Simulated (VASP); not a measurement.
# Si2W3 (P4/mbm) in VASP: notebook

Runs on Si2W3. Level: PBEsol. Tasks: single point.

Everything below comes from runs of VASP 6.6.1. Logs are shortened: lines on timing, memory, paths and dates and some standing lists are left out, and cuts for length are marked.

## Step 1: The cell of the first run

The structure is tetragonal, space group P4/mbm (No. 127). The conventional cell has a = 6.517 Å, b = 6.517 Å, c = 3.275 Å, α = 90.00°, β = 90.00°, γ = 90.00°. Within 3.3 Å of Si (site symmetry m2m) lie 3 Si at 2.47 to 3.27 Å and 8 W at 2.51 to 2.54 Å. W (site symmetry 4/m) has 4 Si at 2.54 Å and 10 W at 2.95 to 3.27 Å within 3.4 Å. Within 3.3 Å of W (site symmetry m2m) lie 6 Si at 2.51 to 2.53 Å and 7 W at 2.95 to 3.27 Å.

## Step 2: Single point, PBEsol (strain -0.0100 x Voigt [1, 1, 0, 0, 0, 0])

Contents of INCAR:

```
PREC = Accurate
ENCUT = 520
EDIFF = 1E-6
ISMEAR = 0
SIGMA = 0.15
LREAL = False
LASPH = True
NELM = 80
ALGO = Fast
ISIF = 2
LWAVE = False
LCHARG = False
GGA = PS
NBANDS = 61
```

Contents of KPOINTS:

```
regular mesh
0
Gamma
  6 6 12
```

Contents of POSCAR:

```
Si2W3
1.0
    6.5166132306      0.0000000000      0.0000000000
    0.0000000000      6.5166132306      0.0000000000
    0.0000000000      0.0000000000      3.2749106405
Si W
4 6
Direct
    0.1340783106      0.6340783106      0.0000000000
    0.8659216894      0.3659216894      0.0000000000
    0.6340783106      0.8659216894      0.0000000000
    0.3659216894      0.1340783106      0.0000000000
    0.5000000000      0.5000000000      0.0000000000
    0.0000000000      0.0000000000      0.0000000000
    0.6598576525      0.1598576525      0.5000000000
    0.3401423475      0.8401423475      0.5000000000
    0.1598576525      0.3401423475      0.5000000000
    0.8401423475      0.6598576525      0.5000000000
```

Potentials or basis: VASP PAW PBE potentials, release 64 (Si, W_sv).

The run is started by

```sh
cat potpaw_PBE.64/Si/POTCAR potpaw_PBE.64/W_sv/POTCAR > POTCAR
mpirun -np 1 vasp_std > vasp.out
```

OUTCAR:

```text
PREC = Accurate
   ENCUT = 520
   EDIFF = 1E-6
   ISMEAR = 0
   LREAL = False
   LASPH = True
   NELM = 80
   ISIF = 2
   GGA = PS

 ion  position               nearest neighbor table
   1  0.134  0.634  0.000-   2 2.47   8 2.51   8 2.51  10 2.53   9 2.53   9 2.53  10 2.53   5 2.54
                             6 2.54
   2  0.866  0.366  0.000-   1 2.47   7 2.51   7 2.51  10 2.53   9 2.53   9 2.53  10 2.53   5 2.54
                             6 2.54
   3  0.634  0.866  0.000-   4 2.47  10 2.51  10 2.51   7 2.53   7 2.53   8 2.53   8 2.53   5 2.54
                             6 2.54
   4  0.366  0.134  0.000-   3 2.47   9 2.51   9 2.51   7 2.53   7 2.53   8 2.53   8 2.53   5 2.54
                             6 2.54
   5  0.500  0.500  0.000-   1 2.54   2 2.54   3 2.54   4 2.54   7 2.95   8 2.95   9 2.95  10 2.95
                             7 2.95   8 2.95   9 2.95  10 2.95
   6  0.000  0.000  0.000-   1 2.54   2 2.54   3 2.54   4 2.54   7 2.95   8 2.95   9 2.95  10 2.95
                             7 2.95   8 2.95   9 2.95  10 2.95
   7  0.660  0.160  0.500-   2 2.51   2 2.51   4 2.53   3 2.53   3 2.53   4 2.53   6 2.95   5 2.95
                             5 2.95   6 2.95   8 2.95  10 3.46   9 3.46  10 3.46   9 3.46
   8  0.340  0.840  0.500-   1 2.51   1 2.51   4 2.53   3 2.53   3 2.53   4 2.53   6 2.95   5 2.95
                             5 2.95   6 2.95   7 2.95  10 3.46   9 3.46   9 3.46  10 3.46
   9  0.160  0.340  0.500-   4 2.51   4 2.51   1 2.53   1 2.53   2 2.53   2 2.53   6 2.95   5 2.95
                             5 2.95   6 2.95  10 2.95   7 3.46   8 3.46   8 3.46   7 3.46
  10  0.840  0.660  0.500-   3 2.51   3 2.51   1 2.53   1 2.53   2 2.53   2 2.53   6 2.95   5 2.95
                             5 2.95   6 2.95   9 2.95   7 3.46   8 3.46   7 3.46   8 3.46

  LATTYP: Found a simple tetragonal cell.
 ALAT       =     6.5166132306
 C/A-ratio  =     0.5025479531

  Lattice vectors:

 A1 = (   6.5166132306,   0.0000000000,   0.0000000000)
 A2 = (   0.0000000000,   6.5166132306,   0.0000000000)
 A3 = (   0.0000000000,   0.0000000000,   3.2749106405)

Analysis of symmetry for initial positions (statically):
=====================================================================
 Subroutine PRICEL returns:
 Original cell was already a primitive cell.

 Routine SETGRP: Setting up the symmetry group for a
 simple tetragonal supercell.

 Subroutine GETGRP returns: Found 16 space group operations
 (whereof  8 operations were pure point group operations)
 out of a pool of 16 trial point group operations.

The static configuration has the point symmetry C_4h.
 The point group associated with its full space group is D_4h.

Analysis of symmetry for dynamics (positions and initial velocities):
=====================================================================
 Subroutine PRICEL returns:
 Original cell was already a primitive cell.

 Routine SETGRP: Setting up the symmetry group for a
 simple tetragonal supercell.

 Subroutine GETGRP returns: Found 16 space group operations
 (whereof  8 operations were pure point group operations)
 out of a pool of 16 trial point group operations.

The dynamic configuration has the point symmetry C_4h.
 The point group associated with its full space group is D_4h.

 Subroutine INISYM returns: Found 16 space group operations
 (whereof  8 operations are pure point group operations),
 and found     1 'primitive' translations

----------------------------------------------------------------------------------------

                                     Primitive cell

  volume of cell :     139.0732

  direct lattice vectors                    reciprocal lattice vectors
     6.516613231  0.000000000  0.000000000     0.153453944  0.000000000  0.000000000
     0.000000000  6.516613231  0.000000000     0.000000000  0.153453944  0.000000000
     0.000000000  0.000000000  3.274910640     0.000000000  0.000000000  0.305351843

  length of vectors
     6.516613231  6.516613231  3.274910640     0.153453944  0.153453944  0.305351843

  position of ions in fractional coordinates (direct lattice)
     0.134078311  0.634078311  0.000000000
     0.865921689  0.365921689  0.000000000
     0.634078311  0.865921689  0.000000000
     0.365921689  0.134078311  0.000000000
     0.500000000  0.500000000  0.000000000
     0.000000000  0.000000000  0.000000000
     0.659857653  0.159857653  0.500000000
     0.340142347  0.840142347  0.500000000
     0.159857653  0.340142347  0.500000000
     0.840142347  0.659857653  0.500000000

  ion indices of the primitive-cell ions
   primitive index   ion index
                 1           1
                 2           2
                 3           3
                 4           4
                 5           5
                 6           6
                 7           7
                 8           8
                 9           9
                10          10

----------------------------------------------------------------------------------------

 KPOINTS: regular mesh

Automatic generation of k-mesh.
 Grid dimensions read from file:
 generate k-points for:    6    6   12

 Generating k-lattice:

  Cartesian coordinates                     Fractional coordinates (reciprocal lattice)
     0.025575657  0.000000000  0.000000000     0.166666667  0.000000000  0.000000000
     0.000000000  0.025575657  0.000000000     0.000000000  0.166666667  0.000000000
     0.000000000  0.000000000  0.025445987     0.000000000  0.000000000  0.083333333

  Length of vectors
     0.025575657  0.025575657  0.025445987

  Shift w.r.t. Gamma in fractional coordinates (k-lattice)
     0.000000000  0.000000000  0.000000000

 Subroutine IBZKPT returns following result:
 ===========================================

 Found     70 irreducible k-points:

 Following reciprocal coordinates:
            Coordinates               Weight
  0.000000  0.000000  0.000000      1.000000
  0.166667  0.000000  0.000000      4.000000
  0.333333  0.000000  0.000000      4.000000
  0.500000  0.000000  0.000000      2.000000
  0.166667  0.166667  0.000000      4.000000
  0.333333  0.166667  0.000000      8.000000
[... 16 lines left out ...]
  0.333333  0.000000  0.166667      8.000000
  0.500000  0.000000  0.166667      4.000000
 [... further k-points ...]
   k-points           NKPTS =     70   k-points in BZ     NKDIM =     70   number of bands    NBANDS=     61
   number of dos      NEDOS =    301   number of ions     NIONS =     10
   total plane-waves  NPLWV =  55296
   dimension x,y,z NGX =    48 NGY =   48 NGZ =   24
   dimension x,y,z NGXF=    96 NGYF=   96 NGZF=   48
   ions per type =               4   6
   NGX,Y,Z   is equivalent  to a cutoff of  12.25, 12.25, 12.18 a.u.
   NGXF,Y,Z  is equivalent  to a cutoff of  24.49, 24.49, 24.37 a.u.
 SYSTEM =  unknown system
   PREC   = accura    normal or accurate (medium, high low for compatibility)
   ISTART =      0    job   : 0-new  1-cont  2-samecut
   ICHARG =      2    charge: 1-file 2-atom 10-const
   ISPIN  =      1    spin polarized calculation?
   LNONCOLLINEAR =      F non collinear calculations
   LSORBIT =      F    spin-orbit coupling
   LASPH  =      T    aspherical Exc in radial PAW
   ENCUT  =  520.0 eV  38.22 Ry    6.18 a.u.  12.12 12.12  6.09*2*pi/ulx,y,z
   NELM   =     80;   NELMIN=  2; NELMDL= -5     # of ELM steps
   EDIFF  = 0.1E-05   stopping-criterion for ELM
   LREAL  =      F    real-space projection
   EDIFFG = 0.1E-04   stopping-criterion for IOM
   NSW    =      0    number of steps for IOM
   IBRION =     -1    ionic relax: 0-MD 1-quasi-New 2-CG
   NFREE  =      0    steps in history (QN), initial steepest desc. (CG)
   ISIF   =      2    stress and relaxation
   ISYM   =      2    0-nonsym 1-usesym 2-fastsym
   POTIM  = 0.5000    time-step for ionic-motion
   TEBEG  =    0.0;   TEEND  =   0.0 temperature during run
   PSTRESS=    0.0 pullay stress
   NELECT =     100.0000    total number of electrons
   NUPDOWN=      -1.0000    fix difference up-down
   EMIN   =  10.00;   EMAX   =-10.00  energy-range for DOS
   EFERMI =   0.00;   METHOD = LEGACY
   ISMEAR =     0;   SIGMA  =   0.15  broadening in eV -4-tet -1-fermi 0-gaus
   EFERMI_NEDOS =   21; number of points for ismear=-14 and -15
   IALGO  =     68    algorithm
   IMIX   =      4    mixing-type and parameters
     AMIX     =   0.40;   BMIX     =  1.00
     AMIX_MAG =   1.60;   BMIX_MAG =  1.00
  volume/ion in A,a.u.               =      13.91        93.85
  Fermi-wavevector in a.u.,A,eV,Ry     =   1.466652  2.771570 29.267054  2.151068
  Thomas-Fermi vector in A             =   2.582364
   LORBIT       =      0    0 simple, 1 ext, 2 COOP (PROOUT), +10 PAW based schemes
   GGA     = PS    functional components
   LHFCALC =     F    Hartree Fock is set to
   AEXX    =    0.0000 exact exchange contribution
   IVDW    =     0    specifies the selected vdW correction
   LEPSILON=     F    determine dielectric tensor
   LRPA    =     F    only Hartree local field effects (RPA)
 non-spin polarized calculation
 RMM-DIIS sequential band-by-band and
 Gauss-broadening in eV      SIGMA  =   0.15
  energy-cutoff  :      520.00
  volume of cell :      139.07
 maximum number of plane-waves:      3784
   NGX = 25   NGY = 25   NGZ = 13

 number of electron     100.0000011 magnetization

 Free energy of the ion-electron system (eV)
  ---------------------------------------------------
  ext. energy  EPLUGINS =         0.00000000
  ---------------------------------------------------
  free energy    TOTEN  =      -106.20858202 eV

  energy without entropy =     -106.14904622  energy(sigma->0) =     -106.17881412

 E-fermi :  12.2452     XC(G=0): -13.2834

 val. band max:       12.2446628045   @ k =   0.5000   0.0000   0.4167
 cond. band min:      12.2564213281   @ k =   0.1667   0.1667   0.0000
 fundamental gap:      0.0117585237
 Fermi energy:        12.2451523035

 k-point     1 :       0.0000    0.0000    0.0000
  band No.  band energies     occupation
      1     -62.0204      2.00000
      2     -62.0120      2.00000
      3     -62.0020      2.00000
      4     -62.0020      2.00000
      5     -61.6878      2.00000
      6     -61.6845      2.00000
[... 1525 lines left out ...]
     60      14.5673      0.00000
     61      15.1533      0.00000

 [... further k-points ...]

------------------------ aborting loop because EDIFF is reached ----------------------------------------

  FORCE on cell =-STRESS in cart. coord.  units (eV):
  Direction    XX          YY          ZZ          XY          YZ          ZX
  --------------------------------------------------------------------------------------
  -------------------------------------------------------------------------------------
  Total        5.8956404      5.8956404      4.6448350      0.0000000      0.0000000      0.0000000
  in kB       67.9200850     67.9200850     53.5103170      0.0000000      0.0000000      0.0000000
  external PRESSURE =      63.1168290 kB  Pullay stress =       0.0000000 kB

 VOLUME and BASIS-vectors are now :
 -----------------------------------------------------------------------------
  energy-cutoff  :      520.00
  volume of cell :      139.07
      direct lattice vectors                 reciprocal lattice vectors
     6.516613231  0.000000000  0.000000000     0.153453944  0.000000000  0.000000000
     0.000000000  6.516613231  0.000000000     0.000000000  0.153453944  0.000000000
     0.000000000  0.000000000  3.274910640     0.000000000  0.000000000  0.305351843

 POSITION                                       TOTAL-FORCE (eV/Angst)
 -----------------------------------------------------------------------------------
      0.87374      4.13204      0.00000        -0.001580     -0.001580      0.000000
      5.64288      2.38457      0.00000         0.001580      0.001580      0.000000
      4.13204      5.64288      0.00000        -0.001580      0.001580      0.000000
      2.38457      0.87374      0.00000         0.001580     -0.001580     -0.000000
      3.25831      3.25831      0.00000         0.000000      0.000000      0.000000
      0.00000      0.00000      0.00000         0.000000      0.000000      0.000000
      4.30004      1.04173      1.63746         0.101633      0.101633      0.000000
      2.21658      5.47488      1.63746        -0.101633     -0.101633      0.000000
      1.04173      2.21658      1.63746         0.101633     -0.101633     -0.000000
      5.47488      4.30004      1.63746        -0.101633      0.101633      0.000000
 -----------------------------------------------------------------------------------
    total drift:                                0.000000      0.000000     -0.000000

  FREE ENERGIE OF THE ION-ELECTRON SYSTEM (eV)
  ---------------------------------------------------
  free  energy   TOTEN  =      -106.2085820234 eV

  energy  without entropy=     -106.1490462176  energy(sigma->0) =     -106.17881412
```

It took 4.8 min on 1 thread of AMD EPYC 9R45 (Zen 5), shared host; peak memory 0.48 GiB.

What came out:

```
Free energy            : -106.2086 eV
Pressure               : 6.3 GPa
Largest force          : 0.144 eV/Å
Band gap on the k mesh : zero (band 50 reaches 13.31 eV, above the bottom of band 51 at 11.55 eV)
```

Forces on the atoms (eV/Å):
```
Si  -0.002 -0.002  0.000
Si   0.002  0.002  0.000
Si  -0.002  0.002  0.000
Si   0.002 -0.002  0.000
W    0.000  0.000  0.000
W    0.000  0.000  0.000
W    0.102  0.102  0.000
W   -0.102 -0.102  0.000
W    0.102 -0.102  0.000
W   -0.102  0.102  0.000
```

Stress tensor (GPa, compression positive):
```
6.79 0.00 0.00
0.00 6.79 0.00
0.00 0.00 5.35
```

Levels at points of the mesh, in eV from the Fermi level:
| k point | band 47 | band 48 | band 49 | band 50 | band 51 | band 52 | band 53 | band 54 |
| --- | --- | --- | --- | --- | --- | --- | --- | --- |
| (0.00, 0.00, 0.00) | -0.93 | -0.93 | -0.58 | -0.08 | -0.08 | 0.10 | 0.81 | 0.87 |
| (0.50, 0.00, 0.00) | -1.00 | -1.00 | -0.82 | -0.82 | -0.70 | -0.70 | 0.58 | 0.58 |
| (0.50, 0.50, 0.00) | -1.47 | -1.47 | -0.12 | -0.12 | -0.03 | -0.03 | 0.05 | 0.05 |
| (0.00, 0.00, 0.50) | -2.15 | -1.65 | -1.59 | -1.44 | 1.62 | 1.91 | 1.91 | 1.91 |
| (0.50, 0.00, 0.50) | -0.47 | -0.47 | 0.07 | 0.07 | 0.65 | 0.65 | 1.74 | 1.74 |
| (0.50, 0.50, 0.50) | -0.22 | -0.22 | 1.07 | 1.07 | 1.40 | 1.40 | 1.50 | 1.50 |

Caveat: the cell differs from its parent crystal (strain -0.0100 x Voigt [1, 1, 0, 0, 0, 0]); the PAW data sets were made with another functional, which shifts forces and pressure a little; spin-orbit coupling is left out, which moves the levels of the heavy elements.

## Step 3: Single point, PBEsol (strain -0.0050 x Voigt [1, 1, 0, 0, 0, 0])

INCAR, as its differences from that of step 2:

```diff
@@ -7,3 +7,3 @@
 LASPH = True
-NELM = 80
+NELM = 60
 ALGO = Fast
```

KPOINTS is that of step 2.

POSCAR, as its differences from that of step 2:

```diff
@@ -2,4 +2,4 @@
 1.0
-    6.5166132306      0.0000000000      0.0000000000
-    0.0000000000      6.5166132306      0.0000000000
+    6.5495254187      0.0000000000      0.0000000000
+    0.0000000000      6.5495254187      0.0000000000
     0.0000000000      0.0000000000      3.2749106405
```

Potentials or basis: VASP PAW PBE potentials, release 64 (Si, W_sv).

The run is started by

```sh
cat potpaw_PBE.64/Si/POTCAR potpaw_PBE.64/W_sv/POTCAR > POTCAR
mpirun -np 1 vasp_std > vasp.out
```

It took 5.4 min on 1 thread of AMD EPYC 9R45 (Zen 5), shared host; peak memory 0.49 GiB.

The run converged. Its results:

```
Free energy            : -106.2540 eV
Pressure               : 3.3 GPa
Largest force          : 0.085 eV/Å
Band gap on the k mesh : zero (band 50 reaches 13.13 eV, above the bottom of band 51 at 11.40 eV)
```

Forces on the atoms (eV/Å):
```
Si   0.004  0.004  0.000
Si  -0.004 -0.004  0.000
Si   0.004 -0.004  0.000
Si  -0.004  0.004  0.000
W    0.000  0.000  0.000
W    0.000  0.000  0.000
W    0.060  0.060  0.000
W   -0.060 -0.060  0.000
W    0.060 -0.060  0.000
W   -0.060  0.060  0.000
```

Stress tensor (GPa, compression positive):
```
3.49 0.00 0.00
0.00 3.49 0.00
0.00 0.00 2.90
```

Levels at points of the mesh, in eV from the Fermi level:
| k point | band 46 | band 47 | band 48 | band 49 | band 50 | band 51 | band 52 | band 53 | band 54 | band 55 |
| --- | --- | --- | --- | --- | --- | --- | --- | --- | --- | --- |
| (0.00, 0.00, 0.00) | -1.19 | -0.89 | -0.89 | -0.59 | -0.10 | -0.10 | 0.12 | 0.86 | 0.87 | 0.87 |
| (0.50, 0.00, 0.00) | -1.64 | -1.00 | -1.00 | -0.78 | -0.78 | -0.70 | -0.70 | 0.56 | 0.56 | 0.97 |
| (0.50, 0.50, 0.00) | -2.28 | -1.45 | -1.45 | -0.10 | -0.10 | 0.01 | 0.01 | 0.03 | 0.03 | 0.20 |
| (0.00, 0.00, 0.50) | -2.13 | -2.13 | -1.62 | -1.56 | -1.42 | 1.68 | 1.93 | 1.93 | 1.94 | 2.24 |
| (0.50, 0.00, 0.50) | -2.10 | -0.46 | -0.46 | 0.06 | 0.06 | 0.62 | 0.62 | 1.78 | 1.78 | 2.13 |
| (0.50, 0.50, 0.50) | -3.19 | -0.23 | -0.23 | 1.04 | 1.04 | 1.37 | 1.37 | 1.49 | 1.49 | 1.81 |

Caveat: the cell differs from its parent crystal (strain -0.0050 x Voigt [1, 1, 0, 0, 0, 0]); the PAW data sets were made with another functional, which shifts forces and pressure a little; spin-orbit coupling is left out, which moves the levels of the heavy elements.
